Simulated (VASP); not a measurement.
# Na16F (a cell with a defect) in VASP: single point with LDA

Aim: the single point of Na16F (a cell with a defect) with LDA.

Everything below comes from runs of VASP 6.6.1. Logs are shortened: lines on timing, memory, paths and dates and some standing lists are left out, and cuts for length are marked.

**1. The cell of the first run**

The cell holds a defect, 17 atoms: a = 8.460 Å, b = 8.460 Å, c = 8.460 Å, α = 90.00°, β = 90.00°, γ = 90.00°.

**2. Single point, LDA**

INCAR

```
SYSTEM = Na16F
PREC = Accurate
ENCUT = 520
EDIFF = 1E-7
ISMEAR = -1
SIGMA = 0.05
LREAL = Auto
LASPH = .TRUE.
NELM = 100
ALGO = Normal
ISIF = 2
LWAVE = .FALSE.
LCHARG = .TRUE.
GGA = CA
LELF = .TRUE.
LVHAR = .TRUE.
NBANDS = 74
```

KPOINTS

```
Automatic mesh
0
G
  2 2 2
  0 0 0
```

POSCAR

```
Na16F
1.0
    8.4600000000      0.0000000000      0.0000000000
    0.0000000000      8.4600000000      0.0000000000
    0.0000000000      0.0000000000      8.4600000000
Na F
16 1
Direct
   -0.0091177305     -0.0001088652     -0.0322226950
    0.5310463357     -0.0001190307      0.0204092199
    0.0063153664      0.4998676123     -0.0143229314
   -0.0092178487     -0.0001074468      0.5315057920
    0.2442669031      0.2359628842      0.2494587470
    0.4846502364      0.4998998818      0.0172189125
    0.5306794326     -0.0001193853      0.4789327423
    0.7664901891      0.2674547281      0.2495437352
    0.0063769504      0.4998732861      0.5133634752
    0.2442412530      0.7638040189      0.2494664303
    0.2599169031      0.2180672577      0.7495500000
    0.4845367612      0.4999056738      0.4817936170
    0.7665278960      0.7323061466      0.2495509456
    0.7197148936      0.2704312057      0.7495399527
    0.2599391253      0.7817657210      0.7495504728
    0.7198010638      0.7293964539      0.7495379433
    0.1254291962     -0.0001011820      0.7495529551
```

Potentials or basis: VASP PAW LDA potentials, release 64 (Na_pv, F).

Run with:

```sh
cat potpaw_LDA.64/Na_pv/POTCAR potpaw_LDA.64/F/POTCAR > POTCAR
mpirun -np 1 vasp_std > vasp.out
```

OUTCAR:

```text
SYSTEM = Na16F
   PREC = Accurate
   ENCUT = 520
   EDIFF = 1E-7
   ISMEAR = -1
   LREAL = Auto
   LASPH = .TRUE.
   NELM = 100
   ISIF = 2
   GGA = CA

 ion  position               nearest neighbor table
   1  0.991  1.000  0.968-  17 2.17
   2  0.531  1.000  0.020-
   3  0.006  0.500  0.986-
   4  0.991  1.000  0.532-  17 2.17
   5  0.244  0.236  0.249-
   6  0.485  0.500  0.017-
   7  0.531  1.000  0.479-
   8  0.766  0.267  0.250-
   9  0.006  0.500  0.513-
  10  0.244  0.764  0.249-
  11  0.260  0.218  0.750-  17 2.17
  12  0.485  0.500  0.482-
  13  0.767  0.732  0.250-
  14  0.720  0.270  0.750-
  15  0.260  0.782  0.750-  17 2.17
  16  0.720  0.729  0.750-
  17  0.125  1.000  0.750-   4 2.17  15 2.17  11 2.17   1 2.17

  LATTYP: Found a simple cubic cell.
 ALAT       =     8.4600000000

  Lattice vectors:

 A1 = (   8.4600000000,   0.0000000000,   0.0000000000)
 A2 = (   0.0000000000,   8.4600000000,   0.0000000000)
 A3 = (   0.0000000000,   0.0000000000,   8.4600000000)

Analysis of symmetry for initial positions (statically):
=====================================================================
 Subroutine PRICEL returns:
 Original cell was already a primitive cell.

 Routine SETGRP: Setting up the symmetry group for a
 simple cubic supercell.

 Subroutine GETGRP returns: Found  1 space group operations
 (whereof  1 operations were pure point group operations)
 out of a pool of 48 trial point group operations.

The static configuration has the point symmetry C_1 .

Analysis of symmetry for dynamics (positions and initial velocities):
=====================================================================
 Subroutine PRICEL returns:
 Original cell was already a primitive cell.

 Routine SETGRP: Setting up the symmetry group for a
 simple cubic supercell.

 Subroutine GETGRP returns: Found  1 space group operations
 (whereof  1 operations were pure point group operations)
 out of a pool of 48 trial point group operations.

The dynamic configuration has the point symmetry C_1 .

 Subroutine INISYM returns: Found  1 space group operations
 (whereof  1 operations are pure point group operations),
 and found     1 'primitive' translations

----------------------------------------------------------------------------------------

                                     Primitive cell

  volume of cell :     605.4957

  direct lattice vectors                    reciprocal lattice vectors
     8.460000000  0.000000000  0.000000000     0.118203310  0.000000000  0.000000000
     0.000000000  8.460000000  0.000000000     0.000000000  0.118203310  0.000000000
     0.000000000  0.000000000  8.460000000     0.000000000  0.000000000  0.118203310

  length of vectors
     8.460000000  8.460000000  8.460000000     0.118203310  0.118203310  0.118203310

  position of ions in fractional coordinates (direct lattice)
     0.990882269  0.999891135  0.967777305
     0.531046336  0.999880969  0.020409220
     0.006315366  0.499867612  0.985677069
     0.990782151  0.999892553  0.531505792
     0.244266903  0.235962884  0.249458747
     0.484650236  0.499899882  0.017218912
[... 9 lines left out ...]
     0.719801064  0.729396454  0.749537943
     0.125429196  0.999898818  0.749552955

  ion indices of the primitive-cell ions
   primitive index   ion index
                 1           1
                 2           2
                 3           3
                 4           4
                 5           5
                 6           6
[... 9 lines left out ...]
                16          16
                17          17

----------------------------------------------------------------------------------------

 KPOINTS: Automatic mesh

Automatic generation of k-mesh.
 Grid dimensions read from file:
 generate k-points for:    2    2    2

 Generating k-lattice:

  Cartesian coordinates                     Fractional coordinates (reciprocal lattice)
     0.059101655  0.000000000  0.000000000     0.500000000  0.000000000  0.000000000
     0.000000000  0.059101655  0.000000000     0.000000000  0.500000000  0.000000000
     0.000000000  0.000000000  0.059101655     0.000000000  0.000000000  0.500000000

  Length of vectors
     0.059101655  0.059101655  0.059101655

  Shift w.r.t. Gamma in fractional coordinates (k-lattice)
     0.000000000  0.000000000  0.000000000

 Subroutine IBZKPT returns following result:
 ===========================================

 Found      8 irreducible k-points:

 Following reciprocal coordinates:
            Coordinates               Weight
  0.000000  0.000000  0.000000      1.000000
  0.500000  0.000000  0.000000      1.000000
  0.000000  0.500000  0.000000      1.000000
  0.000000  0.000000  0.500000      1.000000
  0.500000  0.500000  0.000000      1.000000
  0.000000  0.500000  0.500000      1.000000
  0.500000  0.000000  0.500000      1.000000
  0.500000  0.500000  0.500000      1.000000
   k-points           NKPTS =      8   k-points in BZ     NKDIM =      8   number of bands    NBANDS=     74
   number of dos      NEDOS =    301   number of ions     NIONS =     17
   total plane-waves  NPLWV = 262144
   dimension x,y,z NGX =    64 NGY =   64 NGZ =   64
   dimension x,y,z NGXF=   128 NGYF=  128 NGZF=  128
   ions per type =              16   1
   NGX,Y,Z   is equivalent  to a cutoff of  12.58, 12.58, 12.58 a.u.
   NGXF,Y,Z  is equivalent  to a cutoff of  25.15, 25.15, 25.15 a.u.
 SYSTEM =  Na16F
   PREC   = accura    normal or accurate (medium, high low for compatibility)
   ISTART =      0    job   : 0-new  1-cont  2-samecut
   ICHARG =      2    charge: 1-file 2-atom 10-const
   ISPIN  =      1    spin polarized calculation?
   LNONCOLLINEAR =      F non collinear calculations
   LSORBIT =      F    spin-orbit coupling
   LASPH  =      T    aspherical Exc in radial PAW
   ENCUT  =  520.0 eV  38.22 Ry    6.18 a.u.  15.73 15.73 15.73*2*pi/ulx,y,z
   NELM   =    100;   NELMIN=  2; NELMDL= -5     # of ELM steps
   EDIFF  = 0.1E-06   stopping-criterion for ELM
   LREAL  =      T    real-space projection
   EDIFFG = 0.1E-05   stopping-criterion for IOM
   NSW    =      0    number of steps for IOM
   IBRION =     -1    ionic relax: 0-MD 1-quasi-New 2-CG
   NFREE  =      0    steps in history (QN), initial steepest desc. (CG)
   ISIF   =      2    stress and relaxation
   ISYM   =      2    0-nonsym 1-usesym 2-fastsym
   POTIM  = 0.5000    time-step for ionic-motion
   TEBEG  =    0.0;   TEEND  =   0.0 temperature during run
   PSTRESS=    0.0 pullay stress
   NELECT =     119.0000    total number of electrons
   NUPDOWN=      -1.0000    fix difference up-down
   EMIN   =  10.00;   EMAX   =-10.00  energy-range for DOS
   EFERMI =   0.00;   METHOD = LEGACY
   ISMEAR =    -1;   SIGMA  =   0.05  broadening in eV -4-tet -1-fermi 0-gaus
   EFERMI_NEDOS =   21; number of points for ismear=-14 and -15
   IALGO  =     38    algorithm
   IMIX   =      4    mixing-type and parameters
     AMIX     =   0.40;   BMIX     =  1.00
     AMIX_MAG =   1.60;   BMIX_MAG =  1.00
  volume/ion in A,a.u.               =      35.62       240.36
  Fermi-wavevector in a.u.,A,eV,Ry     =   0.951817  1.798673 12.326274  0.905956
  Thomas-Fermi vector in A             =   2.080322
   LORBIT       =      0    0 simple, 1 ext, 2 COOP (PROOUT), +10 PAW based schemes
   GGA     = CA    functional components
   LHFCALC =     F    Hartree Fock is set to
   AEXX    =    0.0000 exact exchange contribution
   IVDW    =     0    specifies the selected vdW correction
   LEPSILON=     F    determine dielectric tensor
   LRPA    =     F    only Hartree local field effects (RPA)
 non-spin polarized calculation
  energy-cutoff  :      520.00
  volume of cell :      605.50
 maximum number of plane-waves:     16384
 NGX is ok and might be reduce to    64
   NGX = 31   NGY = 31   NGZ = 31

 number of electron     118.9999948 magnetization

 Free energy of the ion-electron system (eV)
  ---------------------------------------------------
  ext. energy  EPLUGINS =         0.00000000
  ---------------------------------------------------
  free energy    TOTEN  =       -29.92662986 eV

  energy without entropy =      -29.77990213  energy(sigma->0) =      -29.85326599

 E-fermi :   0.0741     XC(G=0):  -6.7397

 val. band max:       -0.2174043830   @ k =   0.5000   0.0000   0.0000
 cond. band min:       0.0825728172   @ k =   0.5000   0.0000   0.5000
 fundamental gap:      0.2999772002
 Fermi energy:         0.0741153594

 k-point     1 :       0.0000    0.0000    0.0000
  band No.  band energies     occupation
      1     -24.9796      2.00000
      2     -24.8361      2.00000
      3     -24.8306      2.00000
      4     -24.8305      2.00000
      5     -24.8304      2.00000
      6     -24.8298      2.00000
[... 63 lines left out ...]
     70       1.5484      0.00000
     71       1.9231      0.00000

 k-point     2 :       0.5000    0.0000    0.0000
  band No.  band energies     occupation
      1     -24.9795      2.00000
      2     -24.8352      2.00000
      3     -24.8302      2.00000
      4     -24.8299      2.00000
      5     -24.8299      2.00000
      6     -24.8295      2.00000
[... 63 lines left out ...]
     70       2.1115      0.00000
     71       2.1119      0.00000

 k-point     3 :       0.0000    0.5000    0.0000
  band No.  band energies     occupation
      1     -24.9794      2.00000
      2     -24.8336      2.00000
      3     -24.8317      2.00000
      4     -24.8306      2.00000
      5     -24.8293      2.00000
      6     -24.8275      2.00000
[... 63 lines left out ...]
     70       1.8766      0.00000
     71       1.9696      0.00000

 k-point     4 :       0.0000    0.0000    0.5000
  band No.  band energies     occupation
      1     -24.9794      2.00000
      2     -24.8336      2.00000
      3     -24.8317      2.00000
      4     -24.8306      2.00000
      5     -24.8293      2.00000
      6     -24.8276      2.00000
[... 63 lines left out ...]
     70       1.8758      0.00000
     71       1.9702      0.00000

 k-point     5 :       0.5000    0.5000    0.0000
  band No.  band energies     occupation
      1     -24.9793      2.00000
      2     -24.8337      2.00000
      3     -24.8322      2.00000
      4     -24.8308      2.00000
      5     -24.8293      2.00000
      6     -24.8271      2.00000
[... 63 lines left out ...]
     70       2.4418      0.00000
     71       2.5438      0.00000

 k-point     6 :       0.0000    0.5000    0.5000
  band No.  band energies     occupation
      1     -24.9792      2.00000
      2     -24.8318      2.00000
      3     -24.8318      2.00000
      4     -24.8312      2.00000
      5     -24.8303      2.00000
      6     -24.8271      2.00000
[... 63 lines left out ...]
     70       2.4303      0.00000
     71       2.5528      0.00000

 k-point     7 :       0.5000    0.0000    0.5000
  band No.  band energies     occupation
      1     -24.9793      2.00000
      2     -24.8337      2.00000
      3     -24.8322      2.00000
      4     -24.8308      2.00000
      5     -24.8293      2.00000
      6     -24.8272      2.00000
[... 63 lines left out ...]
     70       2.4421      0.00000
     71       2.5437      0.00000

 k-point     8 :       0.5000    0.5000    0.5000
  band No.  band energies     occupation
      1     -24.9791      2.00000
      2     -24.8313      2.00000
      3     -24.8313      2.00000
      4     -24.8310      2.00000
      5     -24.8298      2.00000
      6     -24.8270      2.00000
[... 63 lines left out ...]
     70       2.4436      0.00000
     71       2.4438      0.00000
 [bands above 71 left out]

------------------------ aborting loop because EDIFF is reached ----------------------------------------

  FORCE on cell =-STRESS in cart. coord.  units (eV):
  Direction    XX          YY          ZZ          XY          YZ          ZX
  --------------------------------------------------------------------------------------
  -------------------------------------------------------------------------------------
  Total       -2.9786709     -3.0546679     -3.0536686     -0.0004474     -0.0000900      0.0046916
  in kB       -7.8817385     -8.0828310     -8.0801866     -0.0011838     -0.0002383      0.0124142
  external PRESSURE =      -8.0149187 kB  Pullay stress =       0.0000000 kB

 VOLUME and BASIS-vectors are now :
 -----------------------------------------------------------------------------
  energy-cutoff  :      520.00
  volume of cell :      605.50
      direct lattice vectors                 reciprocal lattice vectors
     8.460000000  0.000000000  0.000000000     0.118203310  0.000000000  0.000000000
     0.000000000  8.460000000  0.000000000     0.000000000  0.118203310  0.000000000
     0.000000000  0.000000000  8.460000000     0.000000000  0.000000000  0.118203310

 POSITION                                       TOTAL-FORCE (eV/Angst)
 -----------------------------------------------------------------------------------
      8.38286      8.45908      8.18740        -0.005653      0.000098      0.009690
      4.49265      8.45899      0.17266        -0.000546     -0.000016      0.001608
      0.05343      4.22888      8.33883         0.001094      0.000078     -0.000055
      8.38202      8.45909      4.49654        -0.006267      0.000145     -0.012509
      2.06650      1.99625      2.11042        -0.000642      0.000841     -0.000042
      4.10014      4.22915      0.14567         0.000175      0.000095     -0.000380
[... 9 lines left out ...]
      6.08952      6.17069      6.34109         0.000360     -0.002470     -0.000148
      1.06113      8.45914      6.34122        -0.002960     -0.000112      0.003613
 -----------------------------------------------------------------------------------
    total drift:                               -0.001863     -0.000759      0.001114

  FREE ENERGIE OF THE ION-ELECTRON SYSTEM (eV)
  ---------------------------------------------------
  free  energy   TOTEN  =       -29.9266298604 eV

  energy  without entropy=      -29.7799021289  energy(sigma->0) =      -29.85326599
```

It took 14 min on 1 thread of Intel Xeon Platinum 8259CL at 2.50GHz (Skylake/Cascade Lake), shared host; peak memory 0.54 GiB.

Results:

| Quantity | Value |
| --- | --- |
| Free energy | -29.9266 eV |
| Pressure | -0.8 GPa |
| Largest force | 0.014 eV/Å |
| Band gap on the k mesh | zero (an odd number of electrons rules out a gap without spin polarisation) |

Forces on the atoms (eV/Å):
```
Na  -0.006  0.000  0.010
Na  -0.001  0.000  0.002
Na   0.001  0.000  0.000
Na  -0.006  0.000 -0.013
Na  -0.001  0.001  0.000
Na   0.000  0.000  0.000
Na   0.001  0.000 -0.003
Na  -0.001 -0.001  0.000
Na   0.001  0.000  0.000
Na  -0.001 -0.001  0.000
Na   0.006  0.012  0.000
Na   0.001  0.000  0.000
Na  -0.001  0.001  0.000
Na   0.001  0.002  0.000
Na   0.006 -0.012  0.000
Na   0.000 -0.002  0.000
F   -0.003  0.000  0.004
```

Levels at points of the mesh, in eV from the Fermi level:
```
           k point  band 57  band 58  band 59  band 60  band 61  band 62
(0.00, 0.00, 0.00)    -0.90    -0.88    -0.61     0.85     0.89     0.95
(0.50, 0.00, 0.00)    -0.49    -0.43    -0.40    -0.29    -0.29     0.03
(0.00, 0.50, 0.00)    -0.47    -0.47    -0.36    -0.32    -0.29     0.02
(0.00, 0.00, 0.50)    -0.47    -0.47    -0.36    -0.32    -0.29     0.02
(0.50, 0.50, 0.00)     0.01     0.01     0.02     0.06     0.07     0.13
(0.00, 0.50, 0.50)     0.03     0.03     0.06     0.06     0.11     0.11
(0.50, 0.00, 0.50)     0.01     0.01     0.02     0.06     0.07     0.13
(0.50, 0.50, 0.50)    -1.44    -1.36    -1.35    -0.86     2.27     2.27
```

Caveat: the k points lie up to 0.37 Å⁻¹ apart, too coarse for converged energies and pressures of a metal.

The gap in the log of VASP goes by the Fermi energy; the results here count the filled bands.